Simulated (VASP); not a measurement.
Set up this calculation in VASP 6.6.1, as the native input.

```
Task                   : single point
Functional             : PBE
Potentials or basis    : VASP PAW PBE potentials, release 64 (Si, O)
Cutoff                 : 520 eV
k mesh                 : 5 × 5 × 4
Occupations            : fermi-dirac, width 0.02 eV
Spin                   : no spin polarisation
Dipole correction      : no
Further INCAR settings : ALGO = Normal; EDIFF = 1e-06; NBANDS = 44
```

The structure of SiO2 lies in POSCAR:

```
SiO2
1.0
    4.9501000000      0.0000000000      0.0000000000
    0.0000000000      4.9501000000      0.0000000000
    0.0000000000      0.0000000000      6.8760000000
Si O
4 8
Direct
    0.3075902747      0.3075902747      0.0000000000
    0.1924097253      0.8075902747      0.2500000000
    0.6924097253      0.6924097253      0.5000000000
    0.8075902747      0.1924097253      0.7500000000
    0.2354650875      0.1212398637      0.1876772699
    0.3787601363      0.7354650875      0.4376772699
    0.7645349125      0.8787601363      0.6876772699
    0.6212398637      0.2645349125      0.9376772699
    0.7354650875      0.3787601363      0.5623227301
    0.8787601363      0.7645349125      0.3123227301
    0.2645349125      0.6212398637      0.0623227301
    0.1212398637      0.2354650875      0.8123227301
```

These files were run (other wordings do the same):

INCAR

```
SYSTEM = SiO2
ALGO = Normal ; EDIFF = 1E-6
ENCUT = 520 ; GGA = PE
ISIF = 2 ; ISMEAR = -1
LASPH = .True. ; LCHARG = .True.
LELF = .True. ; LREAL = .False.
LVHAR = .True. ; LWAVE = .False.
NBANDS = 44 ; NELM = 80
PREC = Accurate ; SIGMA = 0.02
```

KPOINTS

```
k-points
0
Gamma
  5 5 4
  0 0 0
```

Potentials or basis: VASP PAW PBE potentials, release 64 (Si, O).

Command:

```console
$ cat potpaw_PBE.64/Si/POTCAR potpaw_PBE.64/O/POTCAR > POTCAR
$ mpirun -np 1 vasp_std > vasp.out
```

Results of the run:

- Pressure: 1.7 GPa
- Largest force: 0.023 eV/Å
- Band gap on the k mesh: 5.65 eV

Caveat: an odd mesh through Γ misses points on the zone boundary, where band edges can lie.

Wall time 110 s on 1 thread of Intel(R) Xeon(R) Platinum 8259CL CPU @ 2.50GHz (Skylake/Cascade Lake), on a shared host, peak memory 0.31 GiB.
